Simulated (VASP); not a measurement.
# Li32HS16 (a cell with a defect) in VASP: single point with PBEsol

Aim: the single point of Li32HS16 (a cell with a defect) with PBEsol.

Program: VASP 6.6.1. These are calculated values, not measurements. Logs are shortened: lines on timing, memory, paths and dates and some standing lists are left out, and cuts for length are marked.

**1. The cell of the first run**

The cell holds a defect, 49 atoms: a = 9.795 Å, b = 9.795 Å, c = 9.795 Å, α = 109.47°, β = 109.47°, γ = 109.47°.

**2. Single point, PBEsol (with an interstitial atom, then relaxed in part)**

INCAR

```
SYSTEM = Li32HS16
PREC = Accurate
ENCUT = 650
EDIFF = 1E-6
ISMEAR = 0
SIGMA = 0.01
LREAL = Auto
LASPH = .TRUE.
NELM = 120
ALGO = Normal
ISIF = 2
LWAVE = .FALSE.
LCHARG = .FALSE.
GGA = PS
NBANDS = 126
NELECT = 194.0
GGA_COMPAT = .FALSE.
```

KPOINTS

```
Automatic mesh
0
Gamma
  2 2 2
  0.5 0.5 0.5
```

POSCAR

```
Li32HS16
1.0
   -5.6548817418     -5.6548817418      5.6548817418
    5.6548817418     -5.6548817418     -5.6548817418
    5.6548817418      5.6548817418      5.6548817418
Li S H
32 16 1
Direct
    0.2497325936      0.7489943270      0.7497325936
    0.0000000000      0.7502674064     -0.0007382666
    0.5007382666      0.5007382666      0.7510056730
    0.2510056730      0.5007382666      0.0007382666
    0.0000000000      0.4992617334      0.2502674064
    0.7678324249      0.7678324249      0.2678324249
    0.4992617334      0.7502674064      0.5000000000
    0.0000000000      0.0000000000      0.7321675751
    0.7489943270      0.2497325936      0.7497325936
    0.5007382666      0.2510056730      0.0007382666
    0.2497325936      0.2497325936      0.2489943270
    0.0000000000      0.2321675751      0.5000000000
    0.7502674064      0.4992617334      0.5000000000
    0.7502674064      0.0000000000     -0.0007382666
    0.4992617334      0.0000000000      0.2502674064
    0.2321675751      0.0000000000      0.5000000000
    0.2510056730      0.7502674064      0.2502674064
    0.0000000000      0.7678324249      0.5000000000
    0.4992617334      0.4992617334      0.2489943270
    0.2497325936      0.5007382666      0.5000000000
    0.0000000000      0.5007382666      0.7497325936
    0.7502674064      0.7502674064      0.7510056730
    0.4992617334      0.7489943270     -0.0007382666
    0.0000000000      0.0000000000      0.2678324249
    0.7502674064      0.2510056730      0.2502674064
    0.5007382666      0.2497325936      0.5000000000
    0.2321675751      0.2321675751      0.7321675751
    0.0000000000      0.2497325936      0.0007382666
    0.7489943270      0.4992617334     -0.0007382666
    0.7678324249      0.0000000000      0.5000000000
    0.5007382666      0.0000000000      0.7497325936
    0.2497325936      0.0000000000      0.0007382666
    0.2500000000      0.5000000000      0.2500000000
    0.0000000000      0.5000000000      0.5000000000
    0.5000000000      0.2500000000      0.2500000000
    0.2603674093      0.2603674093      0.5000000000
    0.0000000000      0.2603674093      0.7603674093
    0.7500000000      0.5000000000      0.7500000000
    0.5000000000      0.5000000000      0.0000000000
    1.0000000000      0.7396325907      0.2396325907
    0.7396325907      0.0000000000      0.2396325907
    0.5000000000      0.0000000000      0.5000000000
    0.2603674093      0.0000000000      0.7603674093
    0.0000000000      0.0000000000      0.0000000000
    0.7500000000      0.2500000000      0.0000000000
    0.7396325907      0.7396325907      0.5000000000
    0.5000000000      0.7500000000      0.7500000000
    0.2500000000      0.7500000000      0.0000000000
    0.0000000000      0.0000000000      0.5000000000
```

Potentials or basis: VASP PAW PBE potentials, release 64 (Li_sv, S, H).

On the command line:

```sh
cat potpaw_PBE.64/Li_sv/POTCAR potpaw_PBE.64/S/POTCAR potpaw_PBE.64/H/POTCAR > POTCAR
mpirun -np 1 vasp_std > vasp.out
```

OUTCAR:

```text
SYSTEM = Li32HS16
   PREC = Accurate
   ENCUT = 650
   EDIFF = 1E-6
   ISMEAR = 0
   LREAL = Auto
   LASPH = .TRUE.
   NELM = 120
   ISIF = 2
   GGA = PS
   NELECT = 194.0

 ion  position               nearest neighbor table
   1  0.250  0.749  0.750-  43 2.39  34 2.44  47 2.45  48 2.45
   2  0.000  0.750  0.999-  40 2.39  44 2.44  38 2.45  48 2.45
   3  0.501  0.501  0.751-  36 2.39  39 2.44  38 2.45  47 2.45
   4  0.251  0.501  0.001-  37 2.39  39 2.44  33 2.45  48 2.45
   5  0.000  0.499  0.250-  40 2.39  34 2.44  33 2.45  45 2.45
   6  0.768  0.768  0.268-  40 2.47  41 2.47  46 2.47  39 2.62
[... 24 lines left out ...]
  31  0.501  0.000  0.750-  43 2.39  42 2.44  45 2.45  47 2.45
  32  0.250  0.000  0.001-  43 2.39  44 2.44  35 2.45  48 2.45
  33  0.250  0.500  0.250-   7 2.45   5 2.45   4 2.45  11 2.45  17 2.45  19 2.45  20 2.45  28 2.45

  34  0.000  0.500  0.500-   1 2.44   5 2.44  13 2.44  20 2.44  21 2.44  25 2.44  18 2.62  12 2.62

  35  0.500  0.250  0.250-  13 2.45  11 2.45  10 2.45  15 2.45  19 2.45  25 2.45  26 2.45  32 2.45

  36  0.260  0.260  0.500-   3 2.39  11 2.39  20 2.39  26 2.39  12 2.47  24 2.47  16 2.47  27 2.47

  37  0.000  0.260  0.760-   4 2.39   9 2.39  21 2.39  28 2.39   8 2.47  27 2.47  12 2.47  30 2.47

  38  0.750  0.500  0.750-  26 2.45   3 2.45   9 2.45  13 2.45  21 2.45  22 2.45   2 2.45  29 2.45

  39  0.500  0.500  0.000-   3 2.44   4 2.44  10 2.44  19 2.44  23 2.44  29 2.44  27 2.62   6 2.62

  40  0.000  0.740  0.240-   2 2.39   5 2.39  17 2.39  29 2.39   6 2.47  18 2.47  24 2.47  16 2.47

  41  0.740  0.000  0.240-  14 2.39  15 2.39  23 2.39  25 2.39   6 2.47  24 2.47  12 2.47  30 2.47

  42  0.500  0.000  0.500-   7 2.44   9 2.44  15 2.44  17 2.44  26 2.44  31 2.44  30 2.62  16 2.62

  43  0.260  0.000  0.760-   1 2.39  10 2.39  31 2.39  32 2.39  18 2.47  27 2.47   8 2.47  16 2.47

  44  0.000  0.000  0.000-   2 2.44  11 2.44  14 2.44  22 2.44  28 2.44  32 2.44   8 2.62  24 2.62

  45  0.750  0.250  0.000-   5 2.45   9 2.45  10 2.45  14 2.45  25 2.45  28 2.45  29 2.45  31 2.45

  46  0.740  0.740  0.500-   7 2.39  13 2.39  19 2.39  22 2.39   8 2.47  18 2.47  30 2.47   6 2.47

  47  0.500  0.750  0.750-  20 2.45   3 2.45   7 2.45  14 2.45   1 2.45  22 2.45  23 2.45  31 2.45

  48  0.250  0.750  0.000-   1 2.45   2 2.45   4 2.45  15 2.45  17 2.45  21 2.45  23 2.45  32 2.45

  49  0.000  0.000  0.500-

  LATTYP: Found a body centered cubic cell.
 ALAT       =    11.3097634836

  Lattice vectors:

 A1 = (  -5.6548817418,  -5.6548817418,   5.6548817418)
 A2 = (   5.6548817418,  -5.6548817418,  -5.6548817418)
 A3 = (   5.6548817418,   5.6548817418,   5.6548817418)

Analysis of symmetry for initial positions (statically):
=====================================================================
 Subroutine PRICEL returns:
 Original cell was already a primitive cell.

 Routine SETGRP: Setting up the symmetry group for a
 body centered cubic supercell.

 Subroutine GETGRP returns: Found 48 space group operations
 (whereof 12 operations were pure point group operations)
 out of a pool of 48 trial point group operations.

The static configuration has the point symmetry D_3d.
 The point group associated with its full space group is O_h .

Analysis of symmetry for dynamics (positions and initial velocities):
=====================================================================
 Subroutine PRICEL returns:
 Original cell was already a primitive cell.

 Routine SETGRP: Setting up the symmetry group for a
 body centered cubic supercell.

 Subroutine GETGRP returns: Found 48 space group operations
 (whereof 12 operations were pure point group operations)
 out of a pool of 48 trial point group operations.

The dynamic configuration has the point symmetry D_3d.
 The point group associated with its full space group is O_h .

 Subroutine INISYM returns: Found 48 space group operations
 (whereof 12 operations are pure point group operations),
 and found     1 'primitive' translations

----------------------------------------------------------------------------------------

                                     Primitive cell

  volume of cell :     723.3202

  direct lattice vectors                    reciprocal lattice vectors
    -5.654881742 -5.654881742  5.654881742     0.000000000 -0.088419179  0.088419179
     5.654881742 -5.654881742 -5.654881742     0.088419179 -0.088419179  0.000000000
     5.654881742  5.654881742  5.654881742     0.088419179  0.000000000  0.088419179

  length of vectors
     9.794542488  9.794542488  9.794542488     0.125043602  0.125043602  0.125043602

  position of ions in fractional coordinates (direct lattice)
     0.249732594  0.748994327  0.749732594
     0.000000000  0.750267406  0.999261733
     0.500738267  0.500738267  0.751005673
     0.251005673  0.500738267  0.000738267
     0.000000000  0.499261733  0.250267406
     0.767832425  0.767832425  0.267832425
[... 41 lines left out ...]
     0.250000000  0.750000000  0.000000000
     0.000000000  0.000000000  0.500000000

  ion indices of the primitive-cell ions
   primitive index   ion index
                 1           1
                 2           2
                 3           3
                 4           4
                 5           5
                 6           6
[... 41 lines left out ...]
                48          48
                49          49

----------------------------------------------------------------------------------------

 KPOINTS: Automatic mesh

Automatic generation of k-mesh.
 Grid dimensions read from file:
 generate k-points for:    2    2    2

 Generating k-lattice:

  Cartesian coordinates                     Fractional coordinates (reciprocal lattice)
     0.000000000 -0.044209589  0.044209589     0.500000000  0.000000000  0.000000000
     0.044209589 -0.044209589  0.000000000     0.000000000  0.500000000  0.000000000
     0.044209589  0.000000000  0.044209589     0.000000000  0.000000000  0.500000000

  Length of vectors
     0.062521801  0.062521801  0.062521801

  Shift w.r.t. Gamma in fractional coordinates (k-lattice)
     0.500000000  0.500000000  0.500000000

 Subroutine IBZKPT returns following result:
 ===========================================

 Found      2 irreducible k-points:

 Following reciprocal coordinates:
            Coordinates               Weight
  0.250000  0.250000  0.250000      2.000000
 -0.250000  0.250000  0.250000      6.000000
   k-points           NKPTS =      2   k-points in BZ     NKDIM =      2   number of bands    NBANDS=    126
   number of dos      NEDOS =    301   number of ions     NIONS =     49
   total plane-waves  NPLWV = 592704
   dimension x,y,z NGX =    84 NGY =   84 NGZ =   84
   dimension x,y,z NGXF=   168 NGYF=  168 NGZF=  168
   ions per type =              32  16   1
   NGX,Y,Z   is equivalent  to a cutoff of  14.26, 14.26, 14.26 a.u.
   NGXF,Y,Z  is equivalent  to a cutoff of  28.52, 28.52, 28.52 a.u.
 SYSTEM =  Li32HS16
   PREC   = accura    normal or accurate (medium, high low for compatibility)
   ISTART =      0    job   : 0-new  1-cont  2-samecut
   ICHARG =      2    charge: 1-file 2-atom 10-const
   ISPIN  =      1    spin polarized calculation?
   LNONCOLLINEAR =      F non collinear calculations
   LSORBIT =      F    spin-orbit coupling
   LASPH  =      T    aspherical Exc in radial PAW
   ENCUT  =  650.0 eV  47.77 Ry    6.91 a.u.  20.36 20.36 20.36*2*pi/ulx,y,z
   NELM   =    120;   NELMIN=  2; NELMDL= -5     # of ELM steps
   EDIFF  = 0.1E-05   stopping-criterion for ELM
   LREAL  =      T    real-space projection
   EDIFFG = 0.1E-04   stopping-criterion for IOM
   NSW    =      0    number of steps for IOM
[... 5 lines left out ...]
   TEBEG  =    0.0;   TEEND  =   0.0 temperature during run
   PSTRESS=    0.0 pullay stress
   NELECT =     194.0000    total number of electrons
   NUPDOWN=      -1.0000    fix difference up-down
   EMIN   =  10.00;   EMAX   =-10.00  energy-range for DOS
   EFERMI =   0.00;   METHOD = LEGACY
   ISMEAR =     0;   SIGMA  =   0.01  broadening in eV -4-tet -1-fermi 0-gaus
   EFERMI_NEDOS =   21; number of points for ismear=-14 and -15
   IALGO  =     38    algorithm
   IMIX   =      4    mixing-type and parameters
     AMIX     =   0.40;   BMIX     =  1.00
     AMIX_MAG =   1.60;   BMIX_MAG =  1.00
  volume/ion in A,a.u.               =      14.76        99.62
  Fermi-wavevector in a.u.,A,eV,Ry     =   1.055760  1.995097 15.165452  1.114629
  Thomas-Fermi vector in A             =   2.190970
   LORBIT       =      0    0 simple, 1 ext, 2 COOP (PROOUT), +10 PAW based schemes
   GGA     = PS    functional components
   LHFCALC =     F    Hartree Fock is set to
   AEXX    =    0.0000 exact exchange contribution
   IVDW    =     0    specifies the selected vdW correction
   LEPSILON=     F    determine dielectric tensor
   LRPA    =     F    only Hartree local field effects (RPA)
 non-spin polarized calculation
 Gauss-broadening in eV      SIGMA  =   0.01
  energy-cutoff  :      650.00
  volume of cell :      723.32
 maximum number of plane-waves:     27236
 NGX is ok and might be reduce to    84
   NGX = 41   NGY = 41   NGZ = 41

 number of electron     193.9999854 magnetization

 Free energy of the ion-electron system (eV)
  ---------------------------------------------------
  ext. energy  EPLUGINS =         0.00000000
  ---------------------------------------------------
  free energy    TOTEN  =      -196.56674346 eV

  energy without entropy =     -196.56674346  energy(sigma->0) =     -196.56674346

 E-fermi :   2.7086     XC(G=0):  -8.7938

 val. band max:        2.6244846205   @ k =   0.2500   0.2500   0.2500
 cond. band min:       5.3193122877   @ k =  -0.2500   0.2500   0.2500
 fundamental gap:      2.6948276672
 Fermi energy:         2.7085526167

 k-point     1 :       0.2500    0.2500    0.2500
  band No.  band energies     occupation
      1     -42.0151      2.00000
      2     -41.9974      2.00000
      3     -41.9974      2.00000
      4     -41.9974      2.00000
      5     -41.9806      2.00000
      6     -41.9806      2.00000
[... 101 lines left out ...]
    108       6.4620      0.00000
    109       6.6431      0.00000

 k-point     2 :      -0.2500    0.2500    0.2500
  band No.  band energies     occupation
      1     -42.0151      2.00000
      2     -41.9974      2.00000
      3     -41.9974      2.00000
      4     -41.9974      2.00000
      5     -41.9806      2.00000
      6     -41.9806      2.00000
[... 101 lines left out ...]
    108       7.1826      0.00000
    109       7.6423      0.00000
 [bands above 109 left out]

------------------------ aborting loop because EDIFF is reached ----------------------------------------

  FORCE on cell =-STRESS in cart. coord.  units (eV):
  Direction    XX          YY          ZZ          XY          YZ          ZX
  --------------------------------------------------------------------------------------
  -------------------------------------------------------------------------------------
  Total        7.4028116      7.4028116      7.4028116      0.0000000     -0.0000000      0.0000000
  in kB       16.3974647     16.3974647     16.3974647      0.0000000     -0.0000000      0.0000000
  external PRESSURE =      16.3974647 kB  Pullay stress =       0.0000000 kB

 VOLUME and BASIS-vectors are now :
 -----------------------------------------------------------------------------
  energy-cutoff  :      650.00
  volume of cell :      723.32
      direct lattice vectors                 reciprocal lattice vectors
    -5.654881742 -5.654881742  5.654881742     0.000000000 -0.088419179  0.088419179
     5.654881742 -5.654881742 -5.654881742     0.088419179 -0.088419179  0.000000000
     5.654881742  5.654881742  5.654881742     0.088419179  0.000000000  0.088419179

 POSITION                                       TOTAL-FORCE (eV/Angst)
 -----------------------------------------------------------------------------------
      7.06292     -1.40803      1.41638        -0.001659      0.001659      0.002514
      9.89338      1.40803      1.40803        -0.002514     -0.001659     -0.001659
      4.24685     -1.41638      4.24685         0.001659     -0.002514      0.001659
      1.41638     -4.24685     -1.40803         0.002514     -0.001659      0.001659
      4.23850     -1.40803     -1.40803        -0.002514      0.001659      0.001659
      1.51456     -7.16944      1.51456         0.000456     -0.000456      0.000456
[... 41 lines left out ...]
      2.82744     -5.65488     -2.82744        -0.000000      0.000000     -0.000000
      2.82744      2.82744      2.82744        -0.000000      0.000000     -0.000000
 -----------------------------------------------------------------------------------
    total drift:                                0.000000     -0.000000      0.000000

  FREE ENERGIE OF THE ION-ELECTRON SYSTEM (eV)
  ---------------------------------------------------
  free  energy   TOTEN  =      -196.5667434562 eV

  energy  without entropy=     -196.5667434562  energy(sigma->0) =     -196.56674346
```

Wall time 13 min (1 thread of Intel Xeon Platinum 8259CL at 2.50GHz (Skylake/Cascade Lake), shared host); peak memory 1.1 GiB.

Results:

```yaml
Free_energy: -196.5667 eV
Largest_force: 0.003 eV/Å
```

Forces on the atoms (eV/Å):
```
Li  -0.002  0.002  0.003
Li  -0.003 -0.002 -0.002
Li   0.002 -0.003  0.002
Li   0.003 -0.002  0.002
Li  -0.003  0.002  0.002
Li   0.000  0.000  0.000
Li   0.002  0.003 -0.002
Li   0.000  0.000  0.000
Li   0.003  0.002 -0.002
Li   0.002 -0.002  0.003
Li  -0.002 -0.003 -0.002
Li   0.000  0.000  0.000
Li  -0.002  0.003  0.002
Li  -0.002 -0.002 -0.003
Li   0.002  0.002 -0.003
Li   0.000  0.000  0.000
Li  -0.003 -0.002  0.002
Li   0.000  0.000  0.000
Li  -0.002  0.003 -0.002
Li   0.002 -0.003 -0.002
Li   0.003 -0.002 -0.002
Li   0.002  0.003  0.002
Li  -0.002  0.002 -0.003
Li   0.000  0.000  0.000
Li   0.002 -0.002 -0.003
Li  -0.002 -0.003  0.002
Li   0.000  0.000  0.000
Li   0.003  0.002  0.002
Li  -0.003  0.002 -0.002
Li   0.000  0.000  0.000
Li  -0.002 -0.002  0.003
Li   0.002  0.002  0.003
S    0.000  0.000  0.000
S    0.000  0.000  0.000
S    0.000  0.000  0.000
S    0.000  0.002  0.000
S   -0.002  0.000  0.000
S    0.000  0.000  0.000
S    0.000  0.000  0.000
S    0.002  0.000  0.000
S    0.000  0.000  0.002
S    0.000  0.000  0.000
S    0.000  0.000 -0.002
S    0.000  0.000  0.000
S    0.000  0.000  0.000
S    0.000 -0.002  0.000
S    0.000  0.000  0.000
S    0.000  0.000  0.000
H    0.000  0.000  0.000
```

Levels at points of the mesh, in eV from the Fermi level:
```
           k point  band 94  band 95  band 96  band 97  band 98  band 99  band 100  band 101
(0.25, 0.25, 0.25)    -1.40    -1.40    -1.40    -0.08     3.59     3.59      3.59      3.67
```

Caveat: the cell carries a net charge on a neutralising background, which shifts energy and pressure; the cell differs from its parent crystal (with an interstitial atom, then relaxed in part); the cell is charged against a uniform background, so pressure and absolute levels hang on convention; the PAW data sets were made with another functional, which shifts forces and pressure a little.
